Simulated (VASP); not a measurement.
A run of VASP 6.6.1:

Contents of INCAR:

```
SYSTEM = SrO
PREC = Accurate
ENCUT = 520
EDIFF = 1E-7
ISMEAR = 0
SIGMA = 0.02
LREAL = .False.
LASPH = .True.
NELM = 60
ALGO = Normal
ISIF = 2
LWAVE = .False.
LCHARG = .False.
GGA = PE
NBANDS = 15
```

Contents of KPOINTS:

```
regular mesh
0
Gamma
  8 8 8
  0 0 0
```

Contents of POSCAR:

```
SrO
1.0
    0.0000000000      2.5443505594      2.5443505594
    2.5443505594      0.0000000000      2.5443505594
    2.5443505594      2.5443505594      0.0000000000
Sr O
1 1
Direct
    0.5000000000      0.5000000000      0.5000000000
    0.0000000000      0.0000000000      0.0000000000
```

Potentials or basis: VASP PAW PBE potentials, release 64 (Sr_sv, O).

The run is started by

```console
$ cat potpaw_PBE.64/Sr_sv/POTCAR potpaw_PBE.64/O/POTCAR > POTCAR
$ mpirun -np 1 vasp_std > vasp.out
```

Hardware: 1 thread of Intel(R) Xeon(R) Platinum 8375C CPU @ 2.90GHz (Ice Lake), with other jobs on the host.

Q: How long does it take, and how much memory?

A: Run time: 24 s on 1 thread of Intel(R) Xeon(R) Platinum 8375C CPU @ 2.90GHz (Ice Lake), with other jobs on the host, peak memory 0.16 GiB. Counts: scf iterations 15, k points 29.
